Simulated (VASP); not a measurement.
Here is a VASP 6.6.1 calculation.

INCAR

```
PREC     = Accurate       # precision mode
ENCUT    = 520            # plane-wave cutoff, eV
EDIFF    = 1E-6           # SCF threshold, eV
ISMEAR   = 0              # smearing method
SIGMA    = 0.05           # smearing width, eV
LREAL    = Auto         
LASPH    = T              # aspherical terms in the spheres
NELM     = 150            # most SCF steps
ALGO     = Normal         # electronic algorithm
ISIF     = 2              # what is computed and relaxed
LWAVE    = F              # write WAVECAR
LCHARG   = F              # write CHGCAR
ISPIN    = 2              # spin polarisation
MAGMOM   = 0 0 0 0 0 0 0 0 0 0 0 0 0 0 0 0 2 # initial moments
LORBIT   = 11             # projections on sites
LDIPOL   = T            
IDIPOL   = 3            
DIPOL    = 0.5 0.5 0.324
GGA      = PE             # functional
NBANDS   = 52             # bands
KPAR     = 4
```

Contents of KPOINTS:

```
regular mesh
0
Gamma
  4 4 1
```

POSCAR

```
Si16C
1.0
    7.7021643869      0.0000000000      0.0000000000
    0.0000000000      6.3646811531      0.0000000000
    0.0000000000      0.0000000000     19.7525434939
Si C
16 1
Direct
    0.0000000000      0.9370679262      0.2025055660
    0.5000000000      0.9370679262      0.2025055660
    0.0000000000      0.5629320738      0.2025055660
    0.5000000000      0.5629320738      0.2025055660
    0.2500000000      0.4370679262      0.2587875163
    0.7500000000      0.4370679262      0.2587875163
    0.2500000000      0.0629320738      0.2587875163
    0.7500000000      0.0629320738      0.2587875163
    0.2500000000      0.9333044689      0.3720589473
    0.7500000000      0.9333044689      0.3720589473
    0.2500000000      0.5666955311      0.3720589473
    0.7500000000      0.5666955311      0.3720589473
    0.0000000000      0.4259907553      0.4177964978
    0.5000000000      0.4259907553      0.4177964978
    0.0000000000      0.0740092447      0.4177964978
    0.5000000000      0.0740092447      0.4177964978
    0.0833333333      1.0926574220      0.5042777758
```

Potentials or basis: VASP PAW PBE potentials, release 64 (Si, C).

The run is started by

```console
$ cat potpaw_PBE.64/Si/POTCAR potpaw_PBE.64/C/POTCAR > POTCAR
$ mpirun -np 4 vasp_std > vasp.out
```

Estimate the site moments.

Si -0.01, -0.06, +0.02, +0.07, +0.00, +0.01 (each value once); C +0.36 μB.

What does it give for the net moment?

0.95 μB per cell.

Estimate the largest force.

1.029 eV/Å.

Forces on the atoms (eV/Å):
```
Si  -0.018 -0.791  0.635
Si  -0.092 -0.563  0.533
Si   0.007  0.799  0.648
Si   0.024  0.572  0.492
Si   0.055  0.026 -0.598
Si  -0.034 -0.013 -0.641
Si   0.121 -0.024 -0.631
Si  -0.067 -0.052 -0.516
Si   0.291 -0.081 -0.346
Si  -0.146 -0.093 -0.283
Si  -0.152 -0.062  0.005
Si   0.041 -0.101  0.120
Si   0.390  0.474  0.512
Si  -0.019 -0.029 -0.005
Si  -0.276 -0.848  0.039
Si  -0.120  0.054  0.006
C   -0.004  0.732  0.029
```

Caveat: a moment this small can come from the mesh or the smearing.
